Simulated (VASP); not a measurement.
Wanted: the native input for a VASP 6.6.1 run.

```
Task                   : single point
Functional             : PBE
Dispersion             : D3(BJ)
Potentials or basis    : VASP PAW PBE potentials, release 64 (B, N)
Cutoff                 : 520 eV
k mesh                 : 12 × 12 × 1
Occupations            : gaussian, width 0.02 eV
Spin                   : no spin polarisation
Dipole correction      : yes
Further INCAR settings : ALGO = Normal; EDIFF = 1e-06; NBANDS = 11
```

The structure of BN lies in POSCAR:

```
BN
1.0
    2.4480000000      0.0000000000      0.0000000000
   -1.2240000000      2.1200301885      0.0000000000
    0.0000000000      0.0000000000     26.0000000000
B N
1 1
Direct
    0.0000000000      0.0000000000      0.5137307692
    0.6666666667      0.3333333333      0.4862692308
```

The input as run:

INCAR

```
SYSTEM = BN
ALGO = Normal ; DIPOL = 0.5 0.5 0.500
EDIFF = 1E-6 ; ENCUT = 520
GGA = PE ; IDIPOL = 3
ISIF = 2 ; ISMEAR = 0
IVDW = 12 ; LASPH = .True.
LCHARG = .False. ; LDIPOL = .True.
LREAL = .False. ; LWAVE = .False.
NBANDS = 11 ; NELM = 60
PREC = Accurate ; SIGMA = 0.02
```

KPOINTS

```
k-points
0
Gamma
  12 12 1
  0 0 0
```

Potentials or basis: VASP PAW PBE potentials, release 64 (B, N).

Launch:

```console
$ cat potpaw_PBE.64/B/POTCAR potpaw_PBE.64/N/POTCAR > POTCAR
$ mpirun -np 1 vasp_std > vasp.out
```

Results of the run:

```json
{"Largest force": "9.355 eV/Å", "Band gap on the k mesh": "zero (band 4 reaches -3.36 eV, above the bottom of band 5 at -3.62 eV)", "Dispersion energy per atom": "-0.080 eV"}
```

Wall time 44 s on 1 thread of Intel(R) Xeon(R) Platinum 8259CL CPU @ 2.50GHz (Skylake/Cascade Lake), with other jobs on the host, peak memory 0.24 GiB.
